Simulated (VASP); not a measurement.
# HfSiO4 (I4_1/amd) in VASP: single point with r2SCAN

Aim: the single point of HfSiO4 with r2SCAN.

Program: VASP 6.6.1. These are calculated values, not measurements. Logs are shortened: lines on timing, memory, paths and dates and some standing lists are left out, and cuts for length are marked.

**1. The cell of the first run**

Symmetry: I4_1/amd, No. 141, tetragonal system. The conventional cell has a = 6.582 Å, b = 6.582 Å, c = 5.971 Å, α = 90.00°, β = 90.00°, γ = 90.00°. Within 2.8 Å of Hf (site symmetry -4m2) lie 8 O at 2.12 to 2.26 Å. Within 2.2 Å of Si (site symmetry -4m2) lie 4 O at 1.62 Å. Within 2.2 Å of O (site symmetry m) lie 1 Si at 1.62 Å and 1 Hf at 2.12 Å.

**2. Single point, r2SCAN**

File POSCAR:

```
HfSiO4
1.0
   -3.2910276667      3.2910276667      2.9853816007
    3.2910276667     -3.2910276667      2.9853816007
    3.2910276667      3.2910276667     -2.9853816007
Hf Si O
2 2 8
Direct
    0.7500000000      0.2500000000      0.5000000000
    0.0000000000      0.0000000000      0.0000000000
    0.2500000000      0.7500000000      0.5000000000
    0.5000000000      0.5000000000      0.0000000000
    0.1352543247      0.3198599942      0.8153943305
    0.0698599942      0.7544656636      0.6846056695
    0.5044656636      0.3198599942      0.1846056695
    0.0698599942      0.3852543247      0.3153943305
    0.6147456753      0.9301400058      0.6846056695
    0.6801400058      0.8647456753      0.1846056695
    0.2455343364      0.9301400058      0.3153943305
    0.6801400058      0.4955343364      0.8153943305
```

File INCAR.step1:

```
ALGO = Normal
EDIFF = 1E-4
ENCUT = 520
GGA = PE
ISMEAR = 0
LASPH = True
LCHARG = False
LREAL = False
LWAVE = True
NBANDS = 50
NELM = 80
PREC = Accurate
SIGMA = 0.01
```

File INCAR.step2:

```
ALGO = Normal
EDIFF = 1E-7
ENCUT = 520
ISIF = 2
ISMEAR = 0
ISTART = 1
LASPH = True
LCHARG = True
LELF = True
LMIXTAU = True
LREAL = False
LVHAR = True
LWAVE = False
METAGGA = R2SCAN
NBANDS = 50
NELM = 80
PREC = Accurate
SIGMA = 0.01
```

File KPOINTS:

```
k-points
0
Gamma
  4 4 4
```

Potentials or basis: VASP PAW PBE potentials, release 64 (Hf_pv, Si, O).

Command:

```console
$ cat potpaw_PBE.64/Hf_pv/POTCAR potpaw_PBE.64/Si/POTCAR potpaw_PBE.64/O/POTCAR > POTCAR
$ cp INCAR.step1 INCAR
$ mpirun -np 1 vasp_std > vasp.out
$ cp INCAR.step2 INCAR
$ mpirun -np 1 vasp_std > vasp.out
```

OUTCAR:

```text
EDIFF = 1E-7
   ENCUT = 520
   ISIF = 2
   ISMEAR = 0
   ISTART = 1
   LASPH = True
   LREAL = False
   METAGGA = R2SCAN
   NELM = 80
   PREC = Accurate

 ion  position               nearest neighbor table
   1  0.750  0.250  0.500-   5 2.12  10 2.12   7 2.12  12 2.12   6 2.26  11 2.26   9 2.26   8 2.26
                             3 2.99   3 2.99   2 3.61   2 3.61   2 3.61   2 3.61
   2  0.000  0.000  0.000-   8 2.12   9 2.12   6 2.12  11 2.12   7 2.26  12 2.26   5 2.26  10 2.26
                             4 2.99   4 2.99   1 3.61   1 3.61   1 3.61   1 3.61
   3  0.250  0.750  0.500-   6 1.62  11 1.62   9 1.62   8 1.62   1 2.99   1 2.99
   4  0.500  0.500  0.000-   7 1.62  12 1.62  10 1.62   5 1.62   2 2.99   2 2.99
   5  0.135  0.320  0.815-   4 1.62   1 2.12   2 2.26
   6  0.070  0.754  0.685-   3 1.62   2 2.12   1 2.26
   7  0.504  0.320  0.185-   4 1.62   1 2.12   2 2.26
   8  0.070  0.385  0.315-   3 1.62   2 2.12   1 2.26
   9  0.615  0.930  0.685-   3 1.62   2 2.12   1 2.26
  10  0.680  0.865  0.185-   4 1.62   1 2.12   2 2.26
  11  0.246  0.930  0.315-   3 1.62   2 2.12   1 2.26
  12  0.680  0.496  0.815-   4 1.62   1 2.12   2 2.26

  LATTYP: Found a body centered tetragonal cell.
 ALAT       =     6.5820553334
 C/A-ratio  =     0.9071274699

  Lattice vectors:

 A1 = (  -3.2910276667,   3.2910276667,   2.9853816007)
 A2 = (   3.2910276667,  -3.2910276667,   2.9853816007)
 A3 = (   3.2910276667,   3.2910276667,  -2.9853816007)

Analysis of symmetry for initial positions (statically):
=====================================================================
 Subroutine PRICEL returns:
 Original cell was already a primitive cell.

 Routine SETGRP: Setting up the symmetry group for a
 body centered tetragonal supercell.

 Subroutine GETGRP returns: Found 16 space group operations
 (whereof  8 operations were pure point group operations)
 out of a pool of 16 trial point group operations.

The static configuration has the point symmetry D_2d.
 The point group associated with its full space group is D_4h.

Analysis of symmetry for dynamics (positions and initial velocities):
=====================================================================
 Subroutine PRICEL returns:
 Original cell was already a primitive cell.

 Routine SETGRP: Setting up the symmetry group for a
 body centered tetragonal supercell.

 Subroutine GETGRP returns: Found 16 space group operations
 (whereof  8 operations were pure point group operations)
 out of a pool of 16 trial point group operations.

The dynamic configuration has the point symmetry D_2d.
 The point group associated with its full space group is D_4h.

 Subroutine INISYM returns: Found 16 space group operations
 (whereof  8 operations are pure point group operations),
 and found     1 'primitive' translations

----------------------------------------------------------------------------------------

                                     Primitive cell

  volume of cell :     129.3370

  direct lattice vectors                    reciprocal lattice vectors
    -3.291027667  3.291027667  2.985381601     0.000000000  0.151928227  0.167482777
     3.291027667 -3.291027667  2.985381601     0.151928227  0.000000000  0.167482777
     3.291027667  3.291027667 -2.985381601     0.151928227  0.151928227  0.000000000

  length of vectors
     5.529396848  5.529396848  5.529396848     0.226125334  0.226125334  0.214858960

  position of ions in fractional coordinates (direct lattice)
     0.750000000  0.250000000  0.500000000
     0.000000000  0.000000000  0.000000000
     0.250000000  0.750000000  0.500000000
     0.500000000  0.500000000  0.000000000
     0.135254325  0.319859994  0.815394330
     0.069859994  0.754465664  0.684605670
     0.504465664  0.319859994  0.184605670
     0.069859994  0.385254325  0.315394330
     0.614745675  0.930140006  0.684605670
     0.680140006  0.864745675  0.184605670
     0.245534336  0.930140006  0.315394330
     0.680140006  0.495534336  0.815394330

  ion indices of the primitive-cell ions
   primitive index   ion index
                 1           1
                 2           2
                 3           3
                 4           4
                 5           5
                 6           6
                 7           7
                 8           8
                 9           9
                10          10
                11          11
                12          12

----------------------------------------------------------------------------------------

 KPOINTS: k-points

Automatic generation of k-mesh.
 Grid dimensions read from file:
 generate k-points for:    4    4    4

 Generating k-lattice:

  Cartesian coordinates                     Fractional coordinates (reciprocal lattice)
     0.000000000  0.037982057  0.041870694     0.250000000 -0.000000000  0.000000000
     0.037982057  0.000000000  0.041870694    -0.000000000  0.250000000  0.000000000
     0.037982057  0.037982057  0.000000000     0.000000000  0.000000000  0.250000000

  Length of vectors
     0.056531334  0.056531334  0.053714740

  Shift w.r.t. Gamma in fractional coordinates (k-lattice)
     0.000000000  0.000000000  0.000000000

 Subroutine IBZKPT returns following result:
 ===========================================

 Found     13 irreducible k-points:

 Following reciprocal coordinates:
            Coordinates               Weight
  0.000000  0.000000  0.000000      1.000000
  0.250000  0.000000  0.000000      8.000000
  0.500000  0.000000  0.000000      4.000000
  0.250000  0.250000  0.000000      8.000000
  0.500000  0.250000  0.000000     16.000000
 -0.250000  0.250000  0.000000      4.000000
  0.500000  0.500000  0.000000      2.000000
  0.250000  0.250000  0.250000      2.000000
 -0.250000  0.250000  0.250000      4.000000
  0.500000  0.500000  0.250000      4.000000
 -0.250000  0.500000  0.250000      8.000000
 -0.250000 -0.250000  0.250000      2.000000
  0.500000  0.500000  0.500000      1.000000
   k-points           NKPTS =     13   k-points in BZ     NKDIM =     13   number of bands    NBANDS=     50
   number of dos      NEDOS =    301   number of ions     NIONS =     12
   total plane-waves  NPLWV =  74088
   dimension x,y,z NGX =    42 NGY =   42 NGZ =   42
   dimension x,y,z NGXF=    84 NGYF=   84 NGZF=   84
   ions per type =               2   2   8
   NGX,Y,Z   is equivalent  to a cutoff of  12.63, 12.63, 12.63 a.u.
   NGXF,Y,Z  is equivalent  to a cutoff of  25.26, 25.26, 25.26 a.u.
 SYSTEM =  unknown system
   PREC   = accura    normal or accurate (medium, high low for compatibility)
   ISTART =      1    job   : 0-new  1-cont  2-samecut
   ICHARG =      0    charge: 1-file 2-atom 10-const
   ISPIN  =      1    spin polarized calculation?
   LNONCOLLINEAR =      F non collinear calculations
   LSORBIT =      F    spin-orbit coupling
   LASPH  =      T    aspherical Exc in radial PAW
   ENCUT  =  520.0 eV  38.22 Ry    6.18 a.u.  10.28 10.28 10.28*2*pi/ulx,y,z
   NELM   =     80;   NELMIN=  2; NELMDL=  0     # of ELM steps
   EDIFF  = 0.1E-06   stopping-criterion for ELM
   LREAL  =      F    real-space projection
   EDIFFG = 0.1E-05   stopping-criterion for IOM
   NSW    =      0    number of steps for IOM
   IBRION =     -1    ionic relax: 0-MD 1-quasi-New 2-CG
   NFREE  =      0    steps in history (QN), initial steepest desc. (CG)
   ISIF   =      2    stress and relaxation
   ISYM   =      2    0-nonsym 1-usesym 2-fastsym
   POTIM  = 0.5000    time-step for ionic-motion
   TEBEG  =    0.0;   TEEND  =   0.0 temperature during run
   PSTRESS=    0.0 pullay stress
   NELECT =      76.0000    total number of electrons
   NUPDOWN=      -1.0000    fix difference up-down
   EMIN   =  10.00;   EMAX   =-10.00  energy-range for DOS
   EFERMI =   0.00;   METHOD = LEGACY
   ISMEAR =     0;   SIGMA  =   0.01  broadening in eV -4-tet -1-fermi 0-gaus
   EFERMI_NEDOS =   21; number of points for ismear=-14 and -15
   IALGO  =     38    algorithm
   IMIX   =      4    mixing-type and parameters
     AMIX     =   0.40;   BMIX     =  1.00
     AMIX_MAG =   1.60;   BMIX_MAG =  1.00
  volume/ion in A,a.u.               =      10.78        72.73
  Fermi-wavevector in a.u.,A,eV,Ry     =   1.371213  2.591218 25.582032  1.880226
  Thomas-Fermi vector in A             =   2.496930
   LORBIT       =      0    0 simple, 1 ext, 2 COOP (PROOUT), +10 PAW based schemes
   METAGGA = R2SCAN    functional components
   LHFCALC =     F    Hartree Fock is set to
   AEXX    =    0.0000 exact exchange contribution
   IVDW    =     0    specifies the selected vdW correction
   LEPSILON=     F    determine dielectric tensor
   LRPA    =     F    only Hartree local field effects (RPA)
 non-spin polarized calculation
 Gauss-broadening in eV      SIGMA  =   0.01
  energy-cutoff  :      520.00
  volume of cell :      129.34
 maximum number of plane-waves:      3515
 NGX is ok and might be reduce to    42
   NGX = 21   NGY = 21   NGZ = 21

 number of electron      76.0000004 magnetization

 Free energy of the ion-electron system (eV)
  ---------------------------------------------------
  ext. energy  EPLUGINS =         0.00000000
  ---------------------------------------------------
  free energy    TOTEN  =      -197.64225092 eV

  energy without entropy =     -197.64225092  energy(sigma->0) =     -197.64225092

 E-fermi :   2.9779     XC(G=0): -11.7068

 val. band max:        2.8496048736   @ k =   0.0000   0.0000   0.0000
 cond. band min:       8.8114972888   @ k =   0.2500   0.2500   0.2500
 fundamental gap:      5.9618924153
 Fermi energy:         2.9779098914

 k-point     1 :       0.0000    0.0000    0.0000
  band No.  band energies     occupation
      1     -27.4379      2.00000
      2     -27.4379      2.00000
      3     -27.3788      2.00000
      4     -27.3605      2.00000
      5     -27.2575      2.00000
      6     -27.2575      2.00000
[... 42 lines left out ...]
     49      12.7816      0.00000
     50      13.4602      0.00000
[... 634 lines left out ...]
     49      13.3052      0.00000
     50      13.3052      0.00000

------------------------ aborting loop because EDIFF is reached ----------------------------------------

  FORCE on cell =-STRESS in cart. coord.  units (eV):
  Direction    XX          YY          ZZ          XY          YZ          ZX
  --------------------------------------------------------------------------------------
  -------------------------------------------------------------------------------------
  Total       -1.6063429     -1.6063429     -1.0533135      0.0000000      0.0000000      0.0000000
  in kB      -19.8987568    -19.8987568    -13.0480409      0.0000000      0.0000000      0.0000000
  external PRESSURE =     -17.6151848 kB  Pullay stress =       0.0000000 kB

 VOLUME and BASIS-vectors are now :
 -----------------------------------------------------------------------------
  energy-cutoff  :      520.00
  volume of cell :      129.34
      direct lattice vectors                 reciprocal lattice vectors
    -3.291027667  3.291027667  2.985381601     0.000000000  0.151928227  0.167482777
     3.291027667 -3.291027667  2.985381601     0.151928227  0.000000000  0.167482777
     3.291027667  3.291027667 -2.985381601     0.151928227  0.151928227  0.000000000

 POSITION                                       TOTAL-FORCE (eV/Angst)
 -----------------------------------------------------------------------------------
      0.00000      3.29103      1.49269         0.000000      0.000000     -0.000000
      0.00000      0.00000      0.00000         0.000000      0.000000     -0.000000
      3.29103      0.00000      1.49269         0.000000      0.000000     -0.000000
      0.00000      0.00000      2.98538         0.000000      0.000000     -0.000000
      3.29103      2.07594     -1.07557        -0.000000     -0.156267     -0.154485
      4.50611      0.00000      0.41712         0.156267     -0.000000     -0.154485
      0.00000      1.21508      1.90981        -0.000000      0.156267     -0.154485
      2.07594      0.00000      0.41712        -0.156267     -0.000000     -0.154485
      3.29103      1.21508      2.56826         0.000000      0.156267      0.154485
      1.21508      0.00000      4.06095         0.156267      0.000000      0.154485
      3.29103     -1.21508      2.56826         0.000000     -0.156267      0.154485
      2.07594      3.29103      1.07557        -0.156267      0.000000      0.154485
 -----------------------------------------------------------------------------------
    total drift:                                0.000000      0.000000      0.000000

  FREE ENERGIE OF THE ION-ELECTRON SYSTEM (eV)
  ---------------------------------------------------
  free  energy   TOTEN  =      -197.6422509177 eV

  energy  without entropy=     -197.6422509177  energy(sigma->0) =     -197.64225092
```

It took 6.5 min on 1 thread of Intel Xeon 6975P-C, shared host; peak memory 0.32 GiB.

Results:

```yaml
Free_energy: -197.6423 eV
Pressure: -1.8 GPa
Largest_force: 0.220 eV/Å
Band_gap_on_the_k_mesh: 5.96 eV, indirect (least direct gap 6.31 eV)
```

Forces in eV/Å, atoms in the order of the input:
```
Hf   0.000  0.000  0.000
Hf   0.000  0.000  0.000
Si   0.000  0.000  0.000
Si   0.000  0.000  0.000
O    0.000 -0.156 -0.154
O    0.156  0.000 -0.154
O    0.000  0.156 -0.154
O   -0.156  0.000 -0.154
O    0.000  0.156  0.154
O    0.156  0.000  0.154
O    0.000 -0.156  0.154
O   -0.156  0.000  0.154
```

Caveat: the PAW data sets were made with another functional, which shifts forces and pressure a little; spin-orbit coupling is left out, which moves the levels of the heavy elements.
